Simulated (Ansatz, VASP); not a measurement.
## Two plane-wave programs on Ta

```xyz
3
Lattice="4.7591 0.0000 0.0000 -2.3795 4.1215 0.0000 0.0000 0.0000 2.6722" Properties=species:S:1:pos:R:3 pbc="T T T"
Ta   -2.3795    4.1215    0.0000
Ta    0.0000    2.7476    1.3361
Ta    2.3795    1.3738    1.3361
```

Alike in both runs: task single point; functional RPBE; k mesh 9 × 9 × 13; occupations fermi-dirac, width 0.1 eV; no spin polarisation.

|  | VASP | Ansatz |
| --- | --- | --- |
| version | VASP 6.6.1 | Ansatz 0.2.0 |
| potentials or method | VASP PAW PBE potentials, release 64 (Ta_pv), cutoff 520 eV | plane waves (420 eV) with PAW, scalar-relativistic |
| valence electrons in the cell | 33 | 39 |

Ansatz gave:

* pressure (GPa): 17.3
* traceless stress, the component that is largest in VASP (GPa): 0.95

Task: What did VASP give for the same quantities?

Result: Pressure (GPa): 17.4; traceless stress, the component that is largest in VASP (GPa): 1.04.

VASP's potentials were made for PBE, not for RPBE. With one functional, cell and mesh, what is left measures potentials, basis and numerics. VASP's potentials hold 33 valence electrons a cell and Ansatz's 39, so a difference there can come from the potentials and not from the codes.

Neither program's run includes spin-orbit coupling.
